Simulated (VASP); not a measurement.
A run of VASP 6.6.1:

The input POSCAR:

```
Pd
1.0
    0.0000000000      2.6784289448      2.6784289448
    2.6784289448      0.0000000000      2.6784289448
    2.6784289448      2.6784289448      0.0000000000
Pd
2
Direct
   -0.2600000000     -0.0800000000     -0.0800000000
    0.2600000000      0.0800000000      0.0800000000
```

Contents of INCAR.step1:

```
  PREC = Accurate
  ENCUT = 440
  ISMEAR = -1
  SIGMA = 0.05
  LREAL = F
  LASPH = T
  NELM = 120
  NBANDS = 17
  GGA = PE
  ALGO = Normal
  EDIFF = 1E-5
  LWAVE = T
  LCHARG = F
  GGA_COMPAT = F
```

File INCAR.step2:

```
  PREC = Accurate
  ENCUT = 440
  EDIFF = 1E-8
  ISMEAR = -1
  SIGMA = 0.05
  LREAL = F
  LASPH = T
  NELM = 120
  ALGO = Normal
  ISIF = 2
  LWAVE = F
  LCHARG = F
  METAGGA = R2SCAN
  LMIXTAU = T
  LEFG = T
  NBANDS = 17
  ISTART = 1
  GGA_COMPAT = F
```

File KPOINTS:

```
Automatic mesh
0
Gamma
  10 10 10
```

Potentials or basis: VASP PAW PBE potentials, release 64 (Pd).

Launch:

```console
$ cat potpaw_PBE.64/Pd/POTCAR > POTCAR
$ cp INCAR.step1 INCAR
$ mpirun -np 1 vasp_std > vasp.out
$ cp INCAR.step2 INCAR
$ mpirun -np 1 vasp_std > vasp.out
```

Hardware: 1 thread of Intel Xeon 8259CL (shared host).

**Question.** How long does it take, and how much memory?

**Answer.** It took 6.7 min on 1 thread of Intel Xeon 8259CL (shared host), peak memory 0.2 GiB. Counts: k points 116.
